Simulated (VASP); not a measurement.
AgCl:

```
Ag Cl
1.0
    -2.39525    2.39525    1.30754
     2.39525   -2.39525    1.30754
     2.39525    2.39525   -1.30754
Ag Cl
1 1
Direct
  0.00000 0.00000 0.00000
  0.25000 0.75000 0.50000
```

The cell was generated, and may not be a known phase.

- Program: VASP 6.6.1
- Task: relaxation of cell and atoms
- Functional: PBE
- Potentials or basis: VASP PAW PBE potentials, release 64 (Ag_sv_GW, Cl)
- Cutoff: 630 eV
- k mesh: 8 × 8 × 8
- Occupations: gaussian, width 0.1 eV
- Spin: no spin polarisation

At the start: pressure 40.0 GPa; volume 15.00 Å³/atom.

Task: Where does the relaxation end?

Result: Over 10 steps the energy falls by 744.6 meV/atom and the volume is 22.17 Å³/atom (+47.8 %); space group I-4m2 (No. 119, to 0.1 Å) before and after.

The path:
| step | energy change (eV) | largest force (eV/Å) | pressure (GPa) | volume (Å³) |
| --- | --- | --- | --- | --- |
| 1 | 0.0000 | 0.0000 | 39.98 | 30.01 |
| 2 | -1.2861 | 0.0000 | -4.76 | 49.01 |
| 3 | -1.3448 | 0.0000 | -0.71 | 42.45 |
| 4 | -1.3474 | 0.0000 | -2.35 | 44.33 |
| 5 | -1.3485 | 0.0000 | -2.05 | 43.93 |
| 6 | -1.4367 | 0.0000 | -0.02 | 42.78 |
| 7 | -1.4606 | 0.0000 | 2.42 | 41.71 |
| 8 | -1.4853 | 0.0000 | 0.81 | 43.44 |
| 9 | -1.4889 | 0.0000 | -0.33 | 44.64 |
| 10 | -1.4892 | 0.0000 | -0.05 | 44.34 |

Final structure:
```cif
data_structure
_symmetry_space_group_name_H-M 'P 1'
_symmetry_Int_Tables_number 1
_cell_length_a 3.9443
_cell_length_b 3.9443
_cell_length_c 3.9443
_cell_angle_alpha 102.022
_cell_angle_beta 102.022
_cell_angle_gamma 125.692
_cell_volume 44.34
loop_
_atom_site_label
_atom_site_type_symbol
_atom_site_fract_x
_atom_site_fract_y
_atom_site_fract_z
_atom_site_occupancy
Ag1 Ag 0.00000 0.00000 0.00000 1
Cl1 Cl 0.25000 0.75000 0.50000 1
```

Caveat: the volume moved by over 15 % at a fixed basis, so the end points are rough.
